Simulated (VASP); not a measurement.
# YbBi in VASP: a series of runs, part 2 of 2

VASP 6.6.1.

## (5) Single point, PBE+U, collinear spin, zero start (32.74 Å³/atom)

This run uses another cell than the first one, of 32.74 Å³/atom.

Input file INCAR:

```
PREC     = Accurate       # precision mode
ENCUT    = 520            # plane-wave cutoff, eV
EDIFF    = 1E-6           # SCF threshold, eV
ISMEAR   = 0              # smearing method
SIGMA    = 0.05           # smearing width, eV
LREAL    = F              # projectors in reciprocal space
LASPH    = T              # aspherical terms in the spheres
NELM     = 150            # most SCF steps
ALGO     = Normal         # electronic algorithm
ISIF     = 2              # what is computed and relaxed
LWAVE    = F              # write WAVECAR
LCHARG   = F              # write CHGCAR
ISPIN    = 2              # spin polarisation
MAGMOM   = 0 0            # initial moments
LORBIT   = 11             # projections on sites
LMAXMIX  = 6              # l up to which the mixer works
LDAU     = T              # DFT+U
LDAUTYPE = 2            
LDAUL    = 3 -1           # shell
LDAUU    = 6 0            # U, eV
LDAUJ    = 0 0          
LDAUPRINT= 1            
GGA      = PE             # functional
NBANDS   = 30             # bands
```

Input file KPOINTS:

```
Automatic mesh
0
Gamma
  8 8 8
```

Input file POSCAR:

```
YbBi
1.0
    4.0306145204      0.0000000000      0.0000000000
    0.0000000000      4.0306145204      0.0000000000
    0.0000000000      0.0000000000      4.0306145204
Yb Bi
1 1
Direct
    0.0000000000      0.0000000000      0.0000000000
    0.5000000000      0.5000000000      0.5000000000
```

The run is started by

```sh
cat potpaw_PBE.64/Yb/POTCAR potpaw_PBE.64/Bi_d/POTCAR > POTCAR
mpirun -np 1 vasp_std > vasp.out
```

Run time: 4.3 min. Hardware: 1 thread of Intel Xeon 8259CL, shared host; peak memory 0.25 GiB.

The run converged. Its results:

```yaml
Free_energy: -7.9663 eV
Pressure: -2.7 GPa
Net_moment: 0.00 μB per cell
Valence_electrons_inside_the_program's_atomic_spheres: Yb 22.19; Bi 12.87
```

Levels at points of the mesh, in eV from the Fermi level:
Spin up:
| k point | band 15 | band 16 | band 17 | band 18 | band 19 | band 20 | band 21 | band 22 | band 23 | band 24 |
| --- | --- | --- | --- | --- | --- | --- | --- | --- | --- | --- |
| (0.00, 0.00, 0.00) | -1.45 | -1.45 | -1.38 | 0.52 | 0.52 | 0.52 | 0.89 | 0.99 | 0.99 | 4.95 |
| (0.50, 0.00, 0.00) | -1.44 | -1.40 | -1.40 | -1.39 | 0.11 | 0.11 | 1.73 | 3.98 | 5.09 | 5.63 |
| (0.50, 0.50, 0.00) | -1.44 | -1.42 | -1.40 | -1.40 | -1.39 | -0.19 | 1.85 | 3.24 | 3.38 | 3.38 |
| (0.50, 0.50, 0.50) | -1.43 | -1.43 | -1.42 | -1.42 | -1.42 | -1.36 | 2.95 | 2.95 | 2.95 | 4.62 |
Spin down:
```csv
k point,band 15,band 16,band 17,band 18,band 19,band 20,band 21,band 22,band 23,band 24
"(0.00, 0.00, 0.00)",-1.45,-1.45,-1.38,0.52,0.52,0.52,0.89,0.99,0.99,4.95
"(0.50, 0.00, 0.00)",-1.44,-1.40,-1.40,-1.39,0.11,0.11,1.73,3.98,5.09,5.63
"(0.50, 0.50, 0.00)",-1.44,-1.42,-1.40,-1.40,-1.39,-0.19,1.85,3.24,3.38,3.38
"(0.50, 0.50, 0.50)",-1.43,-1.43,-1.42,-1.42,-1.42,-1.36,2.95,2.95,2.95,4.62
```

Eigenvalues of the final occupation matrices:
| site | spin | trace | eigenvalues |
| --- | --- | --- | --- |
| site 1 f | 1 | 6.91 | 0.98 0.99 0.99 0.99 0.99 0.99 0.99 |
| site 1 f | 2 | 6.91 | 0.98 0.99 0.99 0.99 0.99 0.99 0.99 |

Caveat: no moment was typed at the start, so none could form; spin-orbit coupling is left out, which moves the levels of the heavy elements.

## (6) Single point, PBE+U, collinear spin (atom 2 (Bi) moved 0.05 Å along y)

Input file INCAR:

```
SYSTEM = YbBi
PREC     = Accurate       ! precision mode
ENCUT    = 520            ! plane-wave cutoff, eV
EDIFF    = 1E-6           ! SCF threshold, eV
ISMEAR   = 0              ! smearing method
SIGMA    = 0.05           ! smearing width, eV
LREAL    = .False.        ! projectors in reciprocal space
LASPH    = .True.         ! aspherical terms in the spheres
NELM     = 150            ! most SCF steps
ALGO     = Normal         ! electronic algorithm
ISIF     = 2              ! what is computed and relaxed
LWAVE    = .False.        ! write WAVECAR
LCHARG   = .False.        ! write CHGCAR
ISPIN    = 2              ! spin polarisation
MAGMOM   = 0.05 0         ! initial moments
LORBIT   = 11             ! projections on sites
LMAXMIX  = 6              ! l up to which the mixer works
LDAU     = .True.         ! DFT+U
LDAUTYPE = 2            
LDAUL    = 3 -1           ! shell
LDAUU    = 6 0            ! U, eV
LDAUJ    = 0 0          
LDAUPRINT= 1            
GGA      = PE             ! functional
NBANDS   = 30             ! bands
```

Input file KPOINTS:

```
Automatic mesh
0
Gamma
  8 8 8
  0 0 0
```

Input file POSCAR:

```
YbBi
1.0
    3.9782629517      0.0000000000      0.0000000000
    0.0000000000      3.9782629517      0.0000000000
    0.0000000000      0.0000000000      3.9782629517
Yb Bi
1 1
Direct
    0.0000000000      0.0000000000      0.0000000000
    0.5000000000      0.5125682994      0.5000000000
```

Potentials or basis: VASP PAW PBE potentials, release 64 (Yb, Bi_d).

The run is started by

```sh
cat potpaw_PBE.64/Yb/POTCAR potpaw_PBE.64/Bi_d/POTCAR > POTCAR
mpirun -np 1 vasp_std > vasp.out
```

Wall time 53 min (1 thread of Intel Xeon Platinum 8375C at 2.90GHz (Ice Lake), shared host); peak memory 0.38 GiB.

It converged, with:

- Free energy: -7.9761 eV
- Pressure: 0.3 GPa
- Largest force: 0.101 eV/Å
- Net moment: 0.00 μB per cell
- Valence electrons inside the program's atomic spheres: Yb 22.21; Bi 12.89

Forces in eV/Å, atoms in the order of the input:
```
Yb   0.000  0.101  0.000
Bi   0.000 -0.101  0.000
```

Levels at points of the mesh, in eV from the Fermi level:
Spin up:
```tsv
k point	band 16	band 17	band 18	band 19	band 20	band 21	band 22	band 23
(0.00, 0.00, 0.00)	-1.45	-1.38	0.51	0.55	0.55	0.90	0.96	1.10
(0.50, 0.00, 0.00)	-1.39	-1.39	-1.39	0.07	0.08	1.65	4.19	5.15
(0.00, 0.50, 0.00)	-1.39	-1.39	-1.39	0.08	0.08	1.64	4.20	5.15
(0.50, 0.50, 0.00)	-1.41	-1.39	-1.39	-1.38	-0.22	1.93	3.33	3.38
(0.50, 0.00, 0.50)	-1.41	-1.39	-1.39	-1.38	-0.22	1.94	3.34	3.38
(0.50, 0.50, 0.50)	-1.43	-1.42	-1.42	-1.42	-1.35	3.03	3.03	3.03
```
Spin down:
```tsv
k point	band 16	band 17	band 18	band 19	band 20	band 21	band 22	band 23
(0.00, 0.00, 0.00)	-1.45	-1.38	0.50	0.55	0.55	0.90	0.96	1.10
(0.50, 0.00, 0.00)	-1.39	-1.39	-1.38	0.07	0.08	1.65	4.19	5.15
(0.00, 0.50, 0.00)	-1.39	-1.39	-1.38	0.08	0.08	1.64	4.20	5.15
(0.50, 0.50, 0.00)	-1.41	-1.39	-1.39	-1.38	-0.22	1.93	3.33	3.38
(0.50, 0.00, 0.50)	-1.41	-1.39	-1.39	-1.38	-0.22	1.94	3.34	3.38
(0.50, 0.50, 0.50)	-1.43	-1.42	-1.42	-1.42	-1.35	3.02	3.02	3.03
```

Eigenvalues of the final occupation matrices:
```csv
site,spin,trace,eigenvalues
site 1 f,1,6.91,0.98 0.99 0.99 0.99 0.99 0.99 0.99
site 1 f,2,6.91,0.98 0.99 0.99 0.99 0.99 0.99 0.99
```

Caveat: the cell differs from its parent crystal (atom 2 (Bi) moved 0.05 Å along y); spin-orbit coupling is left out, which moves the levels of the heavy elements.

## (7) Overview

| spin | cell | smearing | gap on the mesh (eV) | pressure (GPa) | moment (μB) |
| --- | --- | --- | --- | --- | --- |
| collinear, ferromagnetic start | a = 3.978 Å, 2 atoms, atomic positions A | tetrahedron | none | 0.2 | 0.00 |
| collinear, ferromagnetic start | a = 3.978 Å, 2 atoms, atomic positions A | gaussian 0.05 eV | none | -0.1 | 0.00 |
| collinear, zero start | a = 4.005 Å, 2 atoms, atomic positions A | gaussian 0.05 eV | none | -1.1 | 0.00 |
| collinear, zero start | a = 4.031 Å, 2 atoms, atomic positions A | gaussian 0.05 eV | none | -2.7 | 0.00 |
| collinear | a = 3.978 Å, 2 atoms, atomic positions B | gaussian 0.05 eV | none | 0.3 | 0.00 |

Alike in all rows: task single point; level PBE+U; potentials or basis VASP PAW PBE potentials, release 64 (Yb, Bi_d); Yb f U = 6.0 eV; k mesh 8 × 8 × 8; cutoff (eV) 520.

Caveats: spin-orbit coupling is left out, which moves the levels of the heavy elements; no moment was typed at the start, so none could form (at least some runs).

Total energies depend on the potentials used, so only differences within one code and one set of settings carry meaning.
